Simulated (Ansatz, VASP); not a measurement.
# Two plane-wave programs on MoS2

```
CELL_PARAMETERS angstrom
3.16900 -0.06338 0.00000
-1.63939 2.77612 0.00000
0.00000 0.00000 12.32400
ATOMIC_POSITIONS crystal
Mo 0.66667 0.33333 0.75000
Mo 0.33333 0.66667 0.25000
S 0.66667 0.33333 0.37700
S 0.33333 0.66667 0.87700
S 0.66667 0.33333 0.12300
S 0.33333 0.66667 0.62300
```

Alike in both runs: functional PBEsol; k mesh 8 × 8 × 2; occupations fermi-dirac, width 0.05 eV; no spin polarisation.

```csv
,VASP,Ansatz
version,VASP 6.6.1,Ansatz 0.2.0
potentials or method,"VASP PAW PBE potentials, release 64 (Mo_sv, S)",Ansatz PAW
plane-wave cutoff (eV),520,420
valence electrons in the cell,52,52
task,single point,band structure
```

|  | VASP | Ansatz | Ansatz less VASP |
| --- | --- | --- | --- |
| gap on the k mesh at the Fermi level (eV) | 0.94 | 0.93 | -0.016 |
| least direct gap on the mesh (eV) | 1.89 | 1.89 | -0.004 |
| pressure (GPa) | -2.8 | -2.8 | +0.02 |
| traceless stress, the component that is largest in VASP (GPa) | 3.52 | 3.52 | -0.005 |
| rms of the force components (eV/Å) | 0.176 | 0.176 | +0.0006 |

VASP's potentials were made for PBE, not for PBEsol. Atom by atom the forces differ by 0.001 eV/Å (rms over components).
